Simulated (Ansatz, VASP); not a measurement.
## Hf in VASP and in Ansatz

File INCAR:

```
ALGO = Normal ; EDIFF = 1E-6
ENCUT = 500 ; GGA = PE
GGA_COMPAT = False ; ISIF = 2
ISMEAR = -1 ; LASPH = True
LCHARG = False ; LREAL = False
LWAVE = False ; NBANDS = 17
NELM = 120 ; PREC = Accurate
SIGMA = 0.05
```

Contents of KPOINTS:

```
k-points
0
Gamma
  13 13 7
```

POSCAR

```
Hf
1.0
    3.1966985242     -0.0239752389     -0.0239752389
   -1.6191124281      2.7804097497     -0.0087755465
   -0.0379335000     -0.0379335000      5.0578000000
Hf
2
Direct
    0.3333333333      0.6666666667      0.2500000000
    0.6666666667      0.3333333333      0.7500000000
```

Input for Ansatz:

```yaml
crystal:
  lattice:
    - [3.1966985242, -0.0239752389, -0.0239752389]
    - [-1.6191124281, 2.7804097497, -0.0087755465]
    - [-0.0379335, -0.0379335, 5.0578]
  atoms:
    - { symbol: Hf, position: [0.3333333333, 0.6666666667, 0.25] }
    - { symbol: Hf, position: [0.6666666667, 0.3333333333, 0.75] }
kpoints:
  mp_grid: { grid: [13, 13, 7] }
scf:
  occupations: { method: fermi_dirac, width: 0.05 }
hamiltonian:
  xc: pbe
  pseudopotentials: { kind: all_electron, lapw: { basis_error: 0.0005 } }
output:
  forces: true
  stress: true
  eigenvalues: true
```

Change from the starting cell: equal xy, yz and zx shear strains of -1.5 %.

Alike in both runs: task single point; functional PBE; k mesh 13 × 13 × 7; occupations fermi-dirac, width 0.05 eV; no spin polarisation.

|  | VASP | Ansatz |
| --- | --- | --- |
| version | VASP 6.6.1 | Ansatz 0.2.0 |
| potentials or method | VASP PAW PBE potentials, release 64 (Hf_pv), cutoff 500 eV | all-electron LAPW, scalar-relativistic |

Ansatz gave:

- pressure (GPa): 0.8
- traceless stress, the component that is largest in VASP (GPa): 1.08
- rms of the force components (eV/Å): 0.025

Problem. Estimate VASP's values.

Solution. Pressure (GPa): 0.4; traceless stress, the component that is largest in VASP (GPa): 1.07; rms of the force components (eV/Å): 0.025.

Atom by atom the forces differ by 0.000 eV/Å (rms over components). Ansatz ran all-electron here, and VASP with PAW potentials. Ansatz's warnings: cushion ram shed, subspace factor ram capped.

Spin-orbit coupling is off throughout.
